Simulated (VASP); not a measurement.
# HfN (R3m) in VASP: single point with PBE

Aim: the single point of HfN with PBE.

Everything below comes from runs of VASP 6.6.1. Logs are shortened: lines on timing, memory, paths and dates and some standing lists are left out, and cuts for length are marked.

## 1. The cell of the first run

It takes space group R3m (No. 160, trigonal). The conventional cell has a = 3.195 Å, b = 3.195 Å, c = 7.825 Å, α = 90.00°, β = 90.00°, γ = 120.00°. Within 2.8 Å of Hf (site symmetry 3m) lie 6 N at 2.15 to 2.38 Å. N (site symmetry 3m) has 6 Hf at 2.15 to 2.38 Å within 2.8 Å.

## 2. Single point, PBE (atom 2 (N) moved by [0.11547, 0.11547, 0.11547] A)

File INCAR:

```
  PREC = Accurate
  ENCUT = 520
  EDIFF = 1E-6
  ISMEAR = -1
  SIGMA = 0.01
  LREAL = F
  LASPH = T
  NELM = 60
  ALGO = Normal
  ISIF = 2
  LWAVE = F
  LCHARG = F
  GGA = PE
  NBANDS = 14
```

File KPOINTS:

```
Automatic mesh
0
Gamma
  10 10 10
```

File POSCAR:

```
HfN
1.0
    0.0000000000      2.2590000000      2.2590000000
    2.2590000000      0.0000000000      2.2590000000
    2.2590000000      2.2590000000      0.0000000000
Hf N
1 1
Direct
    0.0000000000      0.0000000000      0.0000000000
    0.5255577689      0.5255577689      0.5255577689
```

Potentials or basis: VASP PAW PBE potentials, release 64 (Hf_pv, N).

Run with:

```
$ cat potpaw_PBE.64/Hf_pv/POTCAR potpaw_PBE.64/N/POTCAR > POTCAR
$ mpirun -np 1 vasp_std > vasp.out
```

OUTCAR:

```text
PREC = Accurate
   ENCUT = 520
   EDIFF = 1E-6
   ISMEAR = -1
   LREAL = F
   LASPH = T
   NELM = 60
   ISIF = 2
   GGA = PE

 ion  position               nearest neighbor table
   1  0.000  0.000  0.000-   2 2.15   2 2.15   2 2.15   2 2.38   2 2.38   2 2.38
   2  0.526  0.526  0.526-   1 2.15   1 2.15   1 2.15   1 2.38   1 2.38   1 2.38

  LATTYP: Found a face centered cubic cell.
 ALAT       =     4.5180000000

  Lattice vectors:

 A1 = (   0.0000000000,   2.2590000000,   2.2590000000)
 A2 = (   2.2590000000,   0.0000000000,   2.2590000000)
 A3 = (   2.2590000000,   2.2590000000,   0.0000000000)

Analysis of symmetry for initial positions (statically):
=====================================================================
 Subroutine PRICEL returns:
 Original cell was already a primitive cell.

 Routine SETGRP: Setting up the symmetry group for a
 face centered cubic supercell.

 Subroutine GETGRP returns: Found  6 space group operations
 (whereof  6 operations were pure point group operations)
 out of a pool of 48 trial point group operations.

The static configuration has the point symmetry C_3v.

Analysis of symmetry for dynamics (positions and initial velocities):
=====================================================================
 Subroutine PRICEL returns:
 Original cell was already a primitive cell.

 Routine SETGRP: Setting up the symmetry group for a
 face centered cubic supercell.

 Subroutine GETGRP returns: Found  6 space group operations
 (whereof  6 operations were pure point group operations)
 out of a pool of 48 trial point group operations.

The dynamic configuration has the point symmetry C_3v.

 Subroutine INISYM returns: Found  6 space group operations
 (whereof  6 operations are pure point group operations),
 and found     1 'primitive' translations

----------------------------------------------------------------------------------------

                                     Primitive cell

  volume of cell :      23.0557

  direct lattice vectors                    reciprocal lattice vectors
     0.000000000  2.259000000  2.259000000    -0.221336875  0.221336875  0.221336875
     2.259000000  0.000000000  2.259000000     0.221336875 -0.221336875  0.221336875
     2.259000000  2.259000000  0.000000000     0.221336875  0.221336875 -0.221336875

  length of vectors
     3.194708437  3.194708437  3.194708437     0.383366713  0.383366713  0.383366713

  position of ions in fractional coordinates (direct lattice)
     0.000000000  0.000000000  0.000000000
     0.525557769  0.525557769  0.525557769

  ion indices of the primitive-cell ions
   primitive index   ion index
                 1           1
                 2           2

----------------------------------------------------------------------------------------

 KPOINTS: Automatic mesh

Automatic generation of k-mesh.
 Grid dimensions read from file:
 generate k-points for:   10   10   10

 Generating k-lattice:

  Cartesian coordinates                     Fractional coordinates (reciprocal lattice)
    -0.022133687  0.022133687  0.022133687     0.100000000  0.000000000  0.000000000
     0.022133687 -0.022133687  0.022133687     0.000000000  0.100000000  0.000000000
     0.022133687  0.022133687 -0.022133687     0.000000000  0.000000000  0.100000000

  Length of vectors
     0.038336671  0.038336671  0.038336671

  Shift w.r.t. Gamma in fractional coordinates (k-lattice)
     0.000000000  0.000000000  0.000000000

 Subroutine IBZKPT returns following result:
 ===========================================

 Found    116 irreducible k-points:

 Following reciprocal coordinates:
            Coordinates               Weight
  0.000000  0.000000  0.000000      1.000000
  0.100000  0.000000  0.000000      6.000000
  0.100000  0.100000  0.100000      2.000000
  0.200000  0.000000  0.000000      6.000000
  0.200000  0.200000  0.200000      2.000000
  0.300000  0.000000  0.000000      6.000000
[... 16 lines left out ...]
  0.100000  0.100000 -0.400000      6.000000
  0.500000  0.400000  0.500000      6.000000
 [... further k-points ...]
   k-points           NKPTS =    116   k-points in BZ     NKDIM =    116   number of bands    NBANDS=     14
   number of dos      NEDOS =    301   number of ions     NIONS =      2
   total plane-waves  NPLWV =  13824
   dimension x,y,z NGX =    24 NGY =   24 NGZ =   24
   dimension x,y,z NGXF=    48 NGYF=   48 NGZF=   48
   ions per type =               1   1
   NGX,Y,Z   is equivalent  to a cutoff of  12.49, 12.49, 12.49 a.u.
   NGXF,Y,Z  is equivalent  to a cutoff of  24.98, 24.98, 24.98 a.u.
 SYSTEM =  unknown system
   PREC   = accura    normal or accurate (medium, high low for compatibility)
   ISTART =      0    job   : 0-new  1-cont  2-samecut
   ICHARG =      2    charge: 1-file 2-atom 10-const
   ISPIN  =      1    spin polarized calculation?
   LNONCOLLINEAR =      F non collinear calculations
   LSORBIT =      F    spin-orbit coupling
   LASPH  =      T    aspherical Exc in radial PAW
   ENCUT  =  520.0 eV  38.22 Ry    6.18 a.u.   5.94  5.94  5.94*2*pi/ulx,y,z
   NELM   =     60;   NELMIN=  2; NELMDL= -5     # of ELM steps
   EDIFF  = 0.1E-05   stopping-criterion for ELM
   LREAL  =      F    real-space projection
   EDIFFG = 0.1E-04   stopping-criterion for IOM
   NSW    =      0    number of steps for IOM
   IBRION =     -1    ionic relax: 0-MD 1-quasi-New 2-CG
   NFREE  =      0    steps in history (QN), initial steepest desc. (CG)
   ISIF   =      2    stress and relaxation
   ISYM   =      2    0-nonsym 1-usesym 2-fastsym
   POTIM  = 0.5000    time-step for ionic-motion
   TEBEG  =    0.0;   TEEND  =   0.0 temperature during run
   PSTRESS=    0.0 pullay stress
   NELECT =      15.0000    total number of electrons
   NUPDOWN=      -1.0000    fix difference up-down
   EMIN   =  10.00;   EMAX   =-10.00  energy-range for DOS
   EFERMI =   0.00;   METHOD = LEGACY
   ISMEAR =    -1;   SIGMA  =   0.01  broadening in eV -4-tet -1-fermi 0-gaus
   EFERMI_NEDOS =   21; number of points for ismear=-14 and -15
   IALGO  =     38    algorithm
   IMIX   =      4    mixing-type and parameters
     AMIX     =   0.40;   BMIX     =  1.00
     AMIX_MAG =   1.60;   BMIX_MAG =  1.00
  volume/ion in A,a.u.               =      11.53        77.79
  Fermi-wavevector in a.u.,A,eV,Ry     =   1.418553  2.680677 27.378918  2.012294
  Thomas-Fermi vector in A             =   2.539667
   LORBIT       =      0    0 simple, 1 ext, 2 COOP (PROOUT), +10 PAW based schemes
   GGA     = PE    functional components
   LHFCALC =     F    Hartree Fock is set to
   AEXX    =    0.0000 exact exchange contribution
   IVDW    =     0    specifies the selected vdW correction
   LEPSILON=     F    determine dielectric tensor
   LRPA    =     F    only Hartree local field effects (RPA)
 non-spin polarized calculation
  energy-cutoff  :      520.00
  volume of cell :       23.06
 maximum number of plane-waves:       636
   NGX = 11   NGY = 11   NGZ = 11

 number of electron      15.0000000 magnetization

 Free energy of the ion-electron system (eV)
  ---------------------------------------------------
  ext. energy  EPLUGINS =         0.00000000
  ---------------------------------------------------
  free energy    TOTEN  =       -21.51801471 eV

  energy without entropy =      -21.51771955  energy(sigma->0) =      -21.51786713

 E-fermi :   8.3911     XC(G=0): -12.7157

 val. band max:        8.3813505539   @ k =  -0.3000   0.5000   0.2000
 cond. band min:       8.4029469554   @ k =   0.1000   0.0000   0.0000
 fundamental gap:      0.0215964015
 Fermi energy:         8.3911092515

 k-point     1 :       0.0000    0.0000    0.0000
  band No.  band energies     occupation
      1     -22.7446      2.00000
      2     -22.7217      2.00000
      3     -22.7217      2.00000
      4      -9.1333      2.00000
      5       4.7445      2.00000
      6       4.8753      2.00000
      7       4.8753      2.00000
      8       8.2360      2.00000
      9       8.2360      2.00000
     10       8.8848      0.00000
     11      10.0931      0.00000
     12      10.8187      0.00000
     13      10.8187      0.00000
     14      17.8613      0.00000

 k-point     2 :       0.1000    0.0000    0.0000
  band No.  band energies     occupation
      1     -22.8302      2.00000
      2     -22.7473      2.00000
      3     -22.7306      2.00000
      4      -8.9052      2.00000
      5       3.8193      2.00000
      6       4.4976      2.00000
      7       4.8388      2.00000
      8       8.1353      2.00000
      9       8.4029      0.46875
     10       8.8735      0.00000
     11      10.7615      0.00000
     12      11.5437      0.00000
     13      11.7336      0.00000
     14      18.6260      0.00000

 k-point     3 :       0.1000    0.1000    0.1000
  band No.  band energies     occupation
      1     -22.8441      2.00000
      2     -22.7302      2.00000
      3     -22.7302      2.00000
      4      -8.9125      2.00000
      5       4.0485      2.00000
      6       4.4498      2.00000
      7       4.4498      2.00000
      8       8.5013      0.00003
      9       8.5013      0.00003
     10       8.7599      0.00000
     11      10.9077      0.00000
     12      11.4947      0.00000
     13      11.4947      0.00000
     14      18.6468      0.00000
[... 324 lines left out ...]
 k-point    23 :       0.1000    0.1000   -0.4000
  band No.  band energies     occupation
      1     -23.6594      2.00000
      2     -22.8822      2.00000
      3     -22.8351      2.00000
      4      -6.6260      2.00000
      5      -0.1545      2.00000
      6       2.4044      2.00000
      7       2.4442      2.00000
      8      10.5776      0.00000
      9      11.5590      0.00000
     10      12.1011      0.00000
     11      13.4792      0.00000
     12      16.4473      0.00000
     13      17.3683      0.00000
     14      19.9025      0.00000

 k-point    24 :       0.5000    0.4000    0.5000
  band No.  band energies     occupation
      1     -23.6509      2.00000
      2     -22.8657      2.00000
      3     -22.8309      2.00000
      4      -6.6960      2.00000
      5      -0.1119      2.00000
      6       2.1866      2.00000
      7       2.2762      2.00000
      8      10.4703      0.00000
      9      12.0785      0.00000
     10      12.3001      0.00000
     11      14.0767      0.00000
     12      16.7912      0.00000
     13      17.2121      0.00000
     14      19.5061      0.00000

 [... further k-points ...]
[... 5 lines left out ...]
  --------------------------------------------------------------------------------------
  -------------------------------------------------------------------------------------
  Total        1.1984424      1.1984424      1.1984424     -0.1029243     -0.1029243     -0.1029243
  in kB       83.2815978     83.2815978     83.2815978     -7.1523644     -7.1523644     -7.1523644
  external PRESSURE =      83.2815978 kB  Pullay stress =       0.0000000 kB

 VOLUME and BASIS-vectors are now :
 -----------------------------------------------------------------------------
  energy-cutoff  :      520.00
  volume of cell :       23.06
      direct lattice vectors                 reciprocal lattice vectors
     0.000000000  2.259000000  2.259000000    -0.221336875  0.221336875  0.221336875
     2.259000000  0.000000000  2.259000000     0.221336875 -0.221336875  0.221336875
     2.259000000  2.259000000  0.000000000     0.221336875  0.221336875 -0.221336875

 POSITION                                       TOTAL-FORCE (eV/Angst)
 -----------------------------------------------------------------------------------
      0.00000      0.00000      0.00000         1.289121      1.289121      1.289121
      2.37447      2.37447      2.37447        -1.289121     -1.289121     -1.289121
 -----------------------------------------------------------------------------------
    total drift:                               -0.000007     -0.000007     -0.000006

  FREE ENERGIE OF THE ION-ELECTRON SYSTEM (eV)
  ---------------------------------------------------
  free  energy   TOTEN  =       -21.5180147142 eV

  energy  without entropy=      -21.5177195513  energy(sigma->0) =      -21.51786713
```

It took 15 s on 1 thread of Intel Xeon Platinum 8375C at 2.90GHz (Ice Lake), shared host; peak memory 0.17 GiB.

What came out:

```yaml
Free_energy: -21.5180 eV
Pressure: 8.3 GPa
Largest_force: 2.233 eV/Å
```

Forces in eV/Å, atoms in the order of the input:
```
Hf   1.289  1.289  1.289
N   -1.289 -1.289 -1.289
```

Stress tensor (GPa, compression positive):
```
 8.33 -0.72 -0.72
-0.72  8.33 -0.72
-0.72 -0.72  8.33
```

Caveat: the cell differs from its parent crystal (atom 2 (N) moved by [0.11547, 0.11547, 0.11547] A); spin-orbit coupling is left out, which moves the levels of the heavy elements; forces of over 1 eV/Å act on the atoms, so gaps and moduli don't describe the material at rest.
